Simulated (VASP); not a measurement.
## TaAs: relaxation of cell and atoms with PBE

Crystal: TaAs.

```xyz
2
Lattice="3.4468 0.0000 0.0000 0.0000 3.4468 0.0000 0.0000 0.0000 3.6310" Properties=species:S:1:pos:R:3 pbc="T T T"
Ta    1.7234    1.7234    0.0000
As    0.0000    0.0000    1.8155
```

```yaml
Program: VASP 6.6.1
Task: relaxation of cell and atoms
Functional: PBE
Potentials_or_basis: VASP PAW PBE potentials, release 64 (Ta_pv, As)
Cutoff: 600 eV
k_mesh: 6 × 6 × 6
Occupations: gaussian, width 0.1 eV
Spin: no spin polarisation
Dipole_correction: no
Further_INCAR_settings: ALGO = Normal; EDIFF = 1e-07; IBRION = 2; EDIFFG = -0.04; NSW = 90; ISIF = 3
```

```yaml
Relaxed_volume: 16.68 Å³/atom
Relaxed_cell: a = 3.221 Å, b = 3.221 Å, c = 3.217 Å, α = 90.00°, β = 90.00°, γ = 90.00°
Space_group_after_relaxing_to_0.05_Å: Pm-3m (No. 221)
Energy_gained_by_relaxing: 512.0 meV/atom
Ionic_steps: 6
Pressure_after_relaxing: 0.1 GPa
Band_gap_on_the_k_mesh: zero (band 8 reaches 10.61 eV, above the bottom of band 9 at 7.32 eV)
```

Stress tensor (GPa, compression positive):
```
0.08 0.00 0.00
0.00 0.08 0.00
0.00 0.00 0.23
```

Step by step:
| step | energy change (eV) | largest force (eV/Å) | pressure (GPa) | volume (Å³) |
| --- | --- | --- | --- | --- |
| 1 | 0.0000 | 0.0000 | -25.48 | 43.14 |
| 2 | 0.9130 | 0.0000 | 96.39 | 25.04 |
| 3 | -1.0081 | 0.0000 | -2.62 | 33.90 |
| 4 | -1.0131 | 0.0000 | -0.62 | 33.51 |
| 5 | -1.0138 | 0.0000 | 0.39 | 33.32 |
| 6 | -1.0241 | 0.0000 | 0.13 | 33.36 |

Final structure:
```yaml
crystal:
  lattice:
    - [3.22051, 0.00000, 0.00000]
    - [0.00000, 3.22051, 0.00000]
    - [0.00000, 0.00000, 3.21679]
  atoms:
    - { symbol: Ta, position: [0.50000, 0.50000, 0.00000] }
    - { symbol: As, position: [0.00000, 0.00000, 0.50000] }
```

Levels at points of the mesh, in eV from the Fermi level:
```tsv
k point	band 6	band 7	band 8	band 9	band 10	band 11
(0.00, 0.00, 0.00)	-3.07	-0.04	-0.04	-0.02	1.99	2.00
(0.50, 0.00, 0.00)	-2.38	-2.36	-2.10	2.36	3.57	5.69
(0.50, 0.50, 0.00)	-4.87	-3.28	0.04	0.04	1.93	2.19
(0.00, 0.00, 0.50)	-2.38	-2.38	-2.09	2.35	3.59	5.69
(0.50, 0.00, 0.50)	-4.87	-3.28	0.03	0.03	1.92	2.17
(0.50, 0.50, 0.50)	-6.39	-6.39	2.87	2.87	2.87	4.11
```

Wall time 44 s on 1 thread of Intel(R) Xeon(R) 6975P-C (Granite Rapids), on a shared host, peak memory 0.19 GiB.

Caveat: the volume moved by over 15 % at a fixed basis, so the end points are rough; spin-orbit coupling is left out, which moves the levels of the heavy elements.
